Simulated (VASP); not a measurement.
# Al2Cu (P4/mmm) in VASP: a series of runs

The runs below take Al2Cu through single point, with PBE.

Program: VASP 6.6.1. These are calculated values, not measurements. Logs are shortened: lines on timing, memory, paths and dates and some standing lists are left out, and cuts for length are marked.

## Step 1: The cell of the first run

Symmetry: P4/mmm, No. 123, tetragonal system. Conventional cell: a = 4.121 Å, b = 4.121 Å, c = 2.885 Å, α = 90.00°, β = 90.00°, γ = 90.00°. Al (site symmetry mmm) has 4 Cu at 2.52 Å and 6 Al at 2.89 to 2.91 Å within 3.3 Å. Within 3.3 Å of Cu (site symmetry 4/mmm) lie 8 Al at 2.52 Å and 2 Cu at 2.89 Å.

## Step 2: Single point, PBE

Contents of INCAR:

```
SYSTEM = Al2Cu
ALGO = Normal
EDIFF = 1E-6
ENCUT = 520
GGA = PE
ISIF = 2
ISMEAR = 0
LASPH = .True.
LCHARG = .True.
LELF = .True.
LREAL = .False.
LVHAR = .True.
LWAVE = .False.
NBANDS = 16
NELM = 80
PREC = Accurate
SIGMA = 0.1
```

Contents of KPOINTS:

```
k-points
0
Gamma
  10 10 14
  0 0 0
```

Contents of POSCAR:

```
Al2Cu
1.0
    4.1211600014      0.0000000000      0.0000000000
    0.0000000000      4.1211600014      0.0000000000
    0.0000000000      0.0000000000      2.8851491764
Al Cu
2 1
Direct
    0.5000000000      0.0000000000      0.5000000000
    0.0000000000      0.5000000000      0.5000000000
    0.0000000000      0.0000000000      0.0000000000
```

Potentials or basis: VASP PAW PBE potentials, release 64 (Al, Cu).

Launch:

```sh
$ cat potpaw_PBE.64/Al/POTCAR potpaw_PBE.64/Cu/POTCAR > POTCAR
$ mpirun -np 1 vasp_std > vasp.out
```

OUTCAR:

```text
SYSTEM = Al2Cu
   EDIFF = 1E-6
   ENCUT = 520
   GGA = PE
   ISIF = 2
   ISMEAR = 0
   LASPH = .True.
   LREAL = .False.
   NELM = 80
   PREC = Accurate

 ion  position               nearest neighbor table
   1  0.500  0.000  0.500-   3 2.52   3 2.52   3 2.52   3 2.52   2 2.91   2 2.91   2 2.91   2 2.91

   2  0.000  0.500  0.500-   3 2.52   3 2.52   3 2.52   3 2.52   1 2.91   1 2.91   1 2.91   1 2.91

   3  0.000  0.000  0.000-   1 2.52   2 2.52   1 2.52   2 2.52   2 2.52   2 2.52   1 2.52   1 2.52

  LATTYP: Found a simple tetragonal cell.
 ALAT       =     4.1211600014
 C/A-ratio  =     0.7000818157

  Lattice vectors:

 A1 = (   4.1211600014,   0.0000000000,   0.0000000000)
 A2 = (   0.0000000000,   4.1211600014,   0.0000000000)
 A3 = (   0.0000000000,   0.0000000000,   2.8851491764)

Analysis of symmetry for initial positions (statically):
=====================================================================
 Subroutine PRICEL returns:
 Original cell was already a primitive cell.

 Routine SETGRP: Setting up the symmetry group for a
 simple tetragonal supercell.

 Subroutine GETGRP returns: Found 16 space group operations
 (whereof 16 operations were pure point group operations)
 out of a pool of 16 trial point group operations.

The static configuration has the point symmetry D_4h.

Analysis of symmetry for dynamics (positions and initial velocities):
=====================================================================
 Subroutine PRICEL returns:
 Original cell was already a primitive cell.

 Routine SETGRP: Setting up the symmetry group for a
 simple tetragonal supercell.

 Subroutine GETGRP returns: Found 16 space group operations
 (whereof 16 operations were pure point group operations)
 out of a pool of 16 trial point group operations.

The dynamic configuration has the point symmetry D_4h.

 Subroutine INISYM returns: Found 16 space group operations
 (whereof 16 operations are pure point group operations),
 and found     1 'primitive' translations

----------------------------------------------------------------------------------------

                                     Primitive cell

  volume of cell :      49.0013

  direct lattice vectors                    reciprocal lattice vectors
     4.121160001  0.000000000  0.000000000     0.242650128  0.000000000  0.000000000
     0.000000000  4.121160001  0.000000000     0.000000000  0.242650128  0.000000000
     0.000000000  0.000000000  2.885149176     0.000000000  0.000000000  0.346602529

  length of vectors
     4.121160001  4.121160001  2.885149176     0.242650128  0.242650128  0.346602529

  position of ions in fractional coordinates (direct lattice)
     0.500000000  0.000000000  0.500000000
     0.000000000  0.500000000  0.500000000
     0.000000000  0.000000000  0.000000000

  ion indices of the primitive-cell ions
   primitive index   ion index
                 1           1
                 2           2
                 3           3

----------------------------------------------------------------------------------------

 KPOINTS: k-points

Automatic generation of k-mesh.
 Grid dimensions read from file:
 generate k-points for:   10   10   14

 Generating k-lattice:

  Cartesian coordinates                     Fractional coordinates (reciprocal lattice)
     0.024265013  0.000000000  0.000000000     0.100000000  0.000000000  0.000000000
     0.000000000  0.024265013  0.000000000     0.000000000  0.100000000  0.000000000
     0.000000000  0.000000000  0.024757323     0.000000000  0.000000000  0.071428571

  Length of vectors
     0.024265013  0.024265013  0.024757323

  Shift w.r.t. Gamma in fractional coordinates (k-lattice)
     0.000000000  0.000000000  0.000000000

 Subroutine IBZKPT returns following result:
 ===========================================

 Found    168 irreducible k-points:

 Following reciprocal coordinates:
            Coordinates               Weight
  0.000000  0.000000  0.000000      1.000000
  0.100000  0.000000  0.000000      4.000000
  0.200000  0.000000  0.000000      4.000000
  0.300000  0.000000  0.000000      4.000000
  0.400000  0.000000  0.000000      4.000000
  0.500000  0.000000  0.000000      2.000000
[... 16 lines left out ...]
  0.100000  0.000000  0.071429      8.000000
  0.200000  0.000000  0.071429      8.000000
 [... further k-points ...]
   k-points           NKPTS =    168   k-points in BZ     NKDIM =    168   number of bands    NBANDS=     16
   number of dos      NEDOS =    301   number of ions     NIONS =      3
   total plane-waves  NPLWV =  24576
   dimension x,y,z NGX =    32 NGY =   32 NGZ =   24
   dimension x,y,z NGXF=    64 NGYF=   64 NGZF=   48
   ions per type =               2   1
   NGX,Y,Z   is equivalent  to a cutoff of  12.91, 12.91, 13.83 a.u.
   NGXF,Y,Z  is equivalent  to a cutoff of  25.82, 25.82, 27.66 a.u.
 SYSTEM =  Al2Cu
   PREC   = accura    normal or accurate (medium, high low for compatibility)
   ISTART =      0    job   : 0-new  1-cont  2-samecut
   ICHARG =      2    charge: 1-file 2-atom 10-const
   ISPIN  =      1    spin polarized calculation?
   LNONCOLLINEAR =      F non collinear calculations
   LSORBIT =      F    spin-orbit coupling
   LASPH  =      T    aspherical Exc in radial PAW
   ENCUT  =  520.0 eV  38.22 Ry    6.18 a.u.   7.66  7.66  5.36*2*pi/ulx,y,z
   NELM   =     80;   NELMIN=  2; NELMDL= -5     # of ELM steps
   EDIFF  = 0.1E-05   stopping-criterion for ELM
   LREAL  =      F    real-space projection
   EDIFFG = 0.1E-04   stopping-criterion for IOM
   NSW    =      0    number of steps for IOM
   IBRION =     -1    ionic relax: 0-MD 1-quasi-New 2-CG
   NFREE  =      0    steps in history (QN), initial steepest desc. (CG)
   ISIF   =      2    stress and relaxation
   ISYM   =      2    0-nonsym 1-usesym 2-fastsym
   POTIM  = 0.5000    time-step for ionic-motion
   TEBEG  =    0.0;   TEEND  =   0.0 temperature during run
   PSTRESS=    0.0 pullay stress
   NELECT =      17.0000    total number of electrons
   NUPDOWN=      -1.0000    fix difference up-down
   EMIN   =  10.00;   EMAX   =-10.00  energy-range for DOS
   EFERMI =   0.00;   METHOD = LEGACY
   ISMEAR =     0;   SIGMA  =   0.10  broadening in eV -4-tet -1-fermi 0-gaus
   EFERMI_NEDOS =   21; number of points for ismear=-14 and -15
   IALGO  =     38    algorithm
   IMIX   =      4    mixing-type and parameters
     AMIX     =   0.40;   BMIX     =  1.00
     AMIX_MAG =   1.60;   BMIX_MAG =  1.00
  volume/ion in A,a.u.               =      16.33       110.23
  Fermi-wavevector in a.u.,A,eV,Ry     =   1.150329  2.173807 18.004001  1.323257
  Thomas-Fermi vector in A             =   2.286993
   LORBIT       =      0    0 simple, 1 ext, 2 COOP (PROOUT), +10 PAW based schemes
   GGA     = PE    functional components
   LHFCALC =     F    Hartree Fock is set to
   AEXX    =    0.0000 exact exchange contribution
   IVDW    =     0    specifies the selected vdW correction
   LEPSILON=     F    determine dielectric tensor
   LRPA    =     F    only Hartree local field effects (RPA)
 non-spin polarized calculation
 Gauss-broadening in eV      SIGMA  =   0.10
  energy-cutoff  :      520.00
  volume of cell :       49.00
 maximum number of plane-waves:      1339
 NGX is ok and might be reduce to    32
   NGX = 15   NGY = 15   NGZ = 11

 number of electron      16.9999981 magnetization

 Free energy of the ion-electron system (eV)
  ---------------------------------------------------
  ext. energy  EPLUGINS =         0.00000000
  ---------------------------------------------------
  free energy    TOTEN  =       -11.29739746 eV

  energy without entropy =      -11.29260202  energy(sigma->0) =      -11.29499974

 E-fermi :   7.0656     XC(G=0): -10.3656

 val. band max:        7.0555435580   @ k =   0.4000   0.4000   0.4286
 cond. band min:       7.0698427468   @ k =   0.3000   0.2000   0.2857
 fundamental gap:      0.0142991888
 Fermi energy:         7.0656365798

 k-point     1 :       0.0000    0.0000    0.0000
  band No.  band energies     occupation
      1      -3.3943      2.00000
      2       1.7053      2.00000
      3       2.2403      2.00000
      4       2.8812      2.00000
      5       3.0865      2.00000
      6       3.0865      2.00000
[... 8 lines left out ...]
     15      14.2174      0.00000
     16      19.4748      0.00000

 k-point     2 :       0.1000    0.0000    0.0000
  band No.  band energies     occupation
      1      -3.3108      2.00000
      2       1.6544      2.00000
      3       2.2203      2.00000
      4       2.8559      2.00000
      5       3.0835      2.00000
      6       3.0870      2.00000
[... 8 lines left out ...]
     15      15.3114      0.00000
     16      19.1621      0.00000

 k-point     3 :       0.2000    0.0000    0.0000
  band No.  band energies     occupation
      1      -3.0634      2.00000
      2       1.3804      2.00000
      3       2.1737      2.00000
      4       2.7966      2.00000
      5       3.0757      2.00000
      6       3.0881      2.00000
[... 8 lines left out ...]
     15      17.0549      0.00000
     16      18.4032      0.00000

 k-point     4 :       0.3000    0.0000    0.0000
  band No.  band energies     occupation
      1      -2.6666      2.00000
      2       0.7143      2.00000
      3       2.1540      2.00000
      4       2.7336      2.00000
      5       2.9472      2.00000
      6       3.0660      2.00000
[... 8 lines left out ...]
     15      17.5101      0.00000
     16      18.9582      0.00000
[... 324 lines left out ...]
 k-point    22 :       0.0000    0.0000    0.0714
  band No.  band energies     occupation
      1      -3.3015      2.00000
      2       1.7377      2.00000
      3       2.2753      2.00000
      4       2.8900      2.00000
      5       2.9932      2.00000
      6       2.9932      2.00000
[... 8 lines left out ...]
     15      15.5080      0.00000
     16      18.5858      0.00000

 k-point    23 :       0.1000    0.0000    0.0714
  band No.  band energies     occupation
      1      -3.2180      2.00000
      2       1.6880      2.00000
      3       2.2562      2.00000
      4       2.8630      2.00000
      5       2.9815      2.00000
      6       2.9997      2.00000
[... 8 lines left out ...]
     15      15.9217      0.00000
     16      18.0950      0.00000

 k-point    24 :       0.2000    0.0000    0.0714
  band No.  band energies     occupation
      1      -2.9710      2.00000
      2       1.4234      2.00000
      3       2.2098      2.00000
      4       2.8047      2.00000
      5       2.9409      2.00000
      6       3.0090      2.00000
[... 8 lines left out ...]
     15      17.1125      0.00000
     16      17.2050      0.00000

 [... further k-points ...]

------------------------ aborting loop because EDIFF is reached ----------------------------------------

  FORCE on cell =-STRESS in cart. coord.  units (eV):
  Direction    XX          YY          ZZ          XY          YZ          ZX
  --------------------------------------------------------------------------------------
  -------------------------------------------------------------------------------------
  Total        0.0403214      0.0403214      0.0442894      0.0000000     -0.0000000      0.0000000
  in kB        1.3183748      1.3183748      1.4481166      0.0000000     -0.0000000      0.0000000
  external PRESSURE =       1.3616221 kB  Pullay stress =       0.0000000 kB

 VOLUME and BASIS-vectors are now :
 -----------------------------------------------------------------------------
  energy-cutoff  :      520.00
  volume of cell :       49.00
      direct lattice vectors                 reciprocal lattice vectors
     4.121160001  0.000000000  0.000000000     0.242650128  0.000000000  0.000000000
     0.000000000  4.121160001  0.000000000     0.000000000  0.242650128  0.000000000
     0.000000000  0.000000000  2.885149176     0.000000000  0.000000000  0.346602529

 POSITION                                       TOTAL-FORCE (eV/Angst)
 -----------------------------------------------------------------------------------
      2.06058      0.00000      1.44257         0.000000      0.000000      0.000000
      0.00000      2.06058      1.44257         0.000000      0.000000      0.000000
      0.00000      0.00000      0.00000         0.000000      0.000000      0.000000
 -----------------------------------------------------------------------------------
    total drift:                                0.000000      0.000000      0.000000

  FREE ENERGIE OF THE ION-ELECTRON SYSTEM (eV)
  ---------------------------------------------------
  free  energy   TOTEN  =       -11.2973974603 eV

  energy  without entropy=      -11.2926020219  energy(sigma->0) =      -11.29499974
```

Wall time 3.4 min (1 thread of AMD EPYC 7R43 (Zen 3), shared host); peak memory 0.22 GiB.

What came out:

- Free energy: -11.2974 eV
- Pressure: 0.1 GPa

## Step 3: Single point, PBE

Contents of INCAR:

```
PREC = Accurate ; ENCUT = 520
EDIFF = 1E-7 ; ISMEAR = 0
SIGMA = 0.1 ; LREAL = F
LASPH = T ; NELM = 100
ALGO = Normal ; ISIF = 2
LWAVE = F ; LCHARG = T
GGA = PE ; LELF = T
LVHAR = T ; NBANDS = 16
```

Contents of KPOINTS:

```
Automatic mesh
0
Gamma
  10 10 14
```

Contents of POSCAR:

```
Al2Cu
1.0
    4.1211627978      0.0000000000      0.0000000000
    0.0000000000      4.1211627978      0.0000000000
    0.0000000000      0.0000000000      2.8850829295
Al Cu
2 1
Direct
    0.5000000000      0.0000000000      0.5000000000
    0.0000000000      0.5000000000      0.5000000000
    0.0000000000      0.0000000000      0.0000000000
```

Potentials or basis: VASP PAW PBE potentials, release 64 (Al, Cu).

Launch:

```sh
$ cat potpaw_PBE.64/Al/POTCAR potpaw_PBE.64/Cu/POTCAR > POTCAR
$ mpirun -np 1 vasp_std > vasp.out
```

Wall time 2.7 min (1 thread of AMD EPYC 7R43 (Zen 3), shared host); peak memory 0.22 GiB.

It converged, with:

* Free energy: -11.2974 eV
* Pressure: 0.2 GPa

Levels at points of the mesh, in eV from the Fermi level:
```tsv
k point	band 6	band 7	band 8	band 9	band 10	band 11	band 12	band 13
(0.00, 0.00, 0.00)	-3.98	-2.36	-2.36	-0.15	0.92	6.09	6.10	6.10
(0.50, 0.00, 0.00)	-4.01	-3.97	-1.05	1.55	1.73	1.86	7.48	8.34
(0.50, 0.50, 0.00)	-4.14	-4.00	-4.00	-2.39	8.53	8.53	9.42	9.75
(0.00, 0.00, 0.50)	-4.01	-2.95	2.46	2.53	2.53	2.79	2.79	3.18
(0.50, 0.00, 0.50)	-4.06	-3.00	-2.41	-1.67	3.66	4.02	4.35	4.92
(0.50, 0.50, 0.50)	-3.40	-2.22	-2.22	-0.84	-0.79	-0.08	-0.08	2.46
```
